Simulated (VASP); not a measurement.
## BeTe: single point with PBE

BeTe:

```
Be Te
1.0
     0.00000    2.83146    2.83146
     2.83146    0.00000    2.83146
     2.83146    2.83146    0.00000
Be Te
1 1
Direct
  0.00000 0.00000 0.00000
  0.75000 0.75000 0.75000
```

* Program: VASP 6.6.1
* Task: single point
* Functional: PBE
* Potentials or basis: VASP PAW PBE potentials, release 64 (Be, Te)
* Cutoff: 600 eV
* k mesh: 1 × 1 × 1
* Occupations: methfessel-paxton, width 0.1 eV
* Spin: collinear spin, zero start
* Starting moments: [0.0, 0.0] μB
* Fixed moment: 0 μB

| Property | Result |
| --- | --- |
| Pressure | 55.9 GPa |
| Net moment | 0.00 μB per cell |
| Valence electrons inside the program's atomic spheres | Be 0.78; Te 3.99 |

It took 18 s on 1 thread of Intel Xeon 8259CL, with other jobs on the host, peak memory 0.19 GiB.

Caveat: the k points lie up to 1.92 Å⁻¹ apart; the total moment is fixed, so each spin has its own Fermi level.
